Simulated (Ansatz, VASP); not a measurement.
# One calculation of Be, two programs

```
CELL_PARAMETERS angstrom
0.00000 1.57668 1.57668
1.57668 0.00000 1.57668
1.57668 1.57668 0.00000
ATOMIC_POSITIONS crystal
Be 0.00000 0.00000 0.00000
```

Alike in both runs: task relaxation of cell and atoms; functional PBEsol; k mesh 22 × 22 × 22; occupations fermi-dirac, width 0.1 eV; no spin polarisation.

|  | VASP | Ansatz |
| --- | --- | --- |
| version | VASP 6.6.1 | Ansatz 0.2.0 |
| potentials or method | VASP PAW PBE potentials, release 64 (Be) | PAW with Ansatz's default frozen-core files, scalar-relativistic |
| plane-wave cutoff (eV) | 600 | 420 |
| valence electrons in the cell | 2 | 2 |

```csv
,VASP,Ansatz,Ansatz less VASP
relaxed volume (Å³/atom),7.83,7.80,-0.025
relaxed cell length with the largest relative difference (Å),2.229,2.226,-0.0024
```

VASP's potentials were made for PBE, not for PBEsol.
